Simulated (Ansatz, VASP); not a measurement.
## Ga2O3: VASP beside Ansatz

```
Ga O
1.0
     6.12784   -1.51953    0.00253
     6.12784    1.51953    0.00253
    -1.38839    0.00000    5.63998
Ga O
4 6
Direct
  0.09052 0.09052 0.79479
  0.90948 0.90948 0.20521
  0.65873 0.65873 0.31448
  0.34127 0.34127 0.68552
  0.16421 0.16421 0.10916
  0.83579 0.83579 0.89084
  0.17334 0.17334 0.56352
  0.82666 0.82666 0.43648
  0.49660 0.49660 0.27705
  0.50371 0.50371 0.74376
```

Alike in both runs: task single point; functional r2SCAN; k mesh 8 × 8 × 4; occupations gaussian, width 0.05 eV; no spin polarisation.

|  | VASP | Ansatz |
| --- | --- | --- |
| version | VASP 6.6.1 | Ansatz 0.2.0 |
| potentials or method | VASP PAW PBE potentials, release 64 (Ga_d, O), cutoff 520 eV | scalar-relativistic, plane waves, PAW |
| valence electrons in the cell | 88 | 88 |

VASP gave:

* gap on the k mesh at the Fermi level (eV): 2.97
* least direct gap on the mesh (eV): 2.98
* pressure (GPa): 1.6
* traceless stress, the component that is largest in VASP (GPa): -0.38
* rms of the force components (eV/Å): 0.167

What did Ansatz give for the same quantities?

gap on the k mesh at the Fermi level (eV): 2.98; least direct gap on the mesh (eV): 2.99; pressure (GPa): -0.2; traceless stress, the component that is largest in VASP (GPa): -0.24; rms of the force components (eV/Å): 0.168.

VASP's potentials were made for PBE, not for r2SCAN. Atom by atom the forces differ by 0.035 eV/Å (rms over components).
